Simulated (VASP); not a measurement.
Set up this calculation in VASP 6.6.1, as the native input.

| Property | Result |
| --- | --- |
| Task | single point |
| Functional | LDA |
| Potentials or basis | VASP PAW LDA potentials, release 64 (Na_pv, H) |
| Cutoff | 520 eV |
| k mesh | 8 × 8 × 8 |
| Occupations | gaussian, width 0.05 eV |
| Spin | no spin polarisation |
| Dipole correction | no |
| Further INCAR settings | ALGO = Normal; EDIFF = 1e-07; NBANDS = 11 |

The structure of NaH lies in POSCAR:

```
NaH
1.0
    0.0000000000      2.3668000000      2.4400000000
    2.3668000000      0.0000000000      2.4400000000
    2.3668000000      2.3668000000      0.0000000000
Na H
1 1
Direct
    0.0000000000      0.0000000000      0.0000000000
    0.5000000000      0.5000000000      0.5000000000
```

This cell differs from its parent crystal: strain -0.030 along x and y, +0.000 along z.

The input as run:

INCAR

```
SYSTEM = NaH
  PREC = Accurate
  ENCUT = 520
  EDIFF = 1E-7
  ISMEAR = 0
  SIGMA = 0.05
  LREAL = .FALSE.
  LASPH = .TRUE.
  NELM = 60
  ALGO = Normal
  ISIF = 2
  LWAVE = .FALSE.
  LCHARG = .FALSE.
  GGA = CA
  NBANDS = 11
```

KPOINTS

```
regular mesh
0
G
  8 8 8
  0 0 0
```

Potentials or basis: VASP PAW LDA potentials, release 64 (Na_pv, H).

Command:

```bash
$ cat potpaw_LDA.64/Na_pv/POTCAR potpaw_LDA.64/H/POTCAR > POTCAR
$ mpirun -np 1 vasp_std > vasp.out
```

It gave:

```json
{
  "Pressure": "-1.4 GPa",
  "Band gap on the k mesh": "3.43 eV, indirect (least direct gap 4.39 eV)"
}
```

Caveat: the cell differs from its parent crystal (strain -0.030 along x and y, +0.000 along z).

Wall time 8.8 s on 1 thread of Intel(R) Xeon(R) 6975P-C (Granite Rapids) (shared host), peak memory 0.14 GiB.
